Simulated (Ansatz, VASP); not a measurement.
**PbF2 in VASP and in Ansatz**

```
Pb F
1.0
     0.00000    2.92530    2.96985
     2.92530    0.00000    2.96985
     2.92530    2.92530    0.00000
Pb F
1 2
Direct
  0.00000 0.00000 0.00000
  0.25000 0.25000 0.25000
  0.75000 0.75000 0.75000
```

Change from the starting cell: strain -0.015 along x and y, +0.000 along z, atoms carried along.

Alike in both runs: task single point; functional PBE; dispersion D3(BJ); k mesh 8 × 8 × 8; occupations gaussian, width 0.05 eV; no spin polarisation.

|  | VASP | Ansatz |
| --- | --- | --- |
| version | VASP 6.6.1 | Ansatz 0.2.0 |
| potentials or method | VASP PAW PBE potentials, release 64 (Pb_d, F), cutoff 520 eV | scalar-relativistic, plane waves, PAW |
| valence electrons in the cell | 28 | 28 |

Ansatz gave:

* gap on the k mesh at the Fermi level (eV): 4.38
* least direct gap on the mesh (eV): 4.54
* pressure (GPa): 3.2
* traceless stress, the component that is largest in VASP (GPa): -0.51

**Question.** Estimate VASP's values.

**Answer.** gap on the k mesh at the Fermi level (eV): 4.38; least direct gap on the mesh (eV): 4.54; pressure (GPa): 3.0; traceless stress, the component that is largest in VASP (GPa): -0.51.

Spin-orbit coupling is off throughout.
